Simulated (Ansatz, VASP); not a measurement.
Cu in VASP and in Ansatz

File POSCAR:

```
Cu
1.0
    0.0000000000      1.7583922687      1.7583922687
    1.7583922687      0.0000000000      1.7583922687
    1.7583922687      1.7583922687      0.0000000000
Cu
1
Direct
    0.0000000000      0.0000000000      0.0000000000
```

INCAR.step1

```
PREC = Accurate ; ENCUT = 520
ISMEAR = -1 ; SIGMA = 0.05
LREAL = F ; LASPH = T
NELM = 80 ; NBANDS = 12
GGA = PE ; ALGO = Normal
EDIFF = 1E-4 ; LWAVE = T
LCHARG = F
```

File INCAR.step2:

```
PREC = Accurate ; ENCUT = 520
EDIFF = 1E-8 ; ISMEAR = -1
SIGMA = 0.05 ; LREAL = F
LASPH = T ; NELM = 80
ALGO = Normal ; ISIF = 2
LWAVE = F ; LCHARG = F
METAGGA = R2SCAN ; LMIXTAU = T
LEFG = T ; NBANDS = 12
ISTART = 1
```

File KPOINTS:

```
regular mesh
0
Gamma
  17 17 17
```

Input for Ansatz:

```yaml
crystal:
  lattice:
    - [0.0, 1.7583922687, 1.7583922687]
    - [1.7583922687, 0.0, 1.7583922687]
    - [1.7583922687, 1.7583922687, 0.0]
  atoms:
    - { symbol: Cu, position: [0.0, 0.0, 0.0] }
kpoints:
  mp_grid: { grid: [17, 17, 17] }
scf:
  occupations: { method: fermi_dirac, width: 0.05 }
hamiltonian:
  xc: r2scan
  pseudopotentials: { kind: paw }
output:
  forces: true
  stress: true
  eigenvalues: true
  efg: { contact_densities: true }
```

Change from the starting cell: volume scaled by 0.95, PAW files.

Alike in both runs: task electric field gradients; functional r2SCAN; k mesh 17 × 17 × 17; occupations fermi-dirac, width 0.05 eV; no spin polarisation.

|  | VASP | Ansatz |
| --- | --- | --- |
| version | VASP 6.6.1 | Ansatz 0.2.0 |
| potentials or method | VASP PAW PBE potentials, release 64 (Cu) | PAW with Ansatz's default frozen-core files, scalar-relativistic |
| plane-wave cutoff (eV) | 520 | 500 |
| valence electrons in the cell | 11 | 19 |

VASP gave:

| Item | Value |
| --- | --- |
| pressure (GPa) | 10.0 |

Task: Estimate Ansatz's values.

Result: Pressure (GPa): 9.2.

VASP's potentials were made for PBE, not for r2SCAN. The functional is the same, so the differences come from potentials, cutoffs and numerics. VASP's potentials hold 11 valence electrons a cell and Ansatz's 19, so a difference there can come from the potentials and not from the codes.
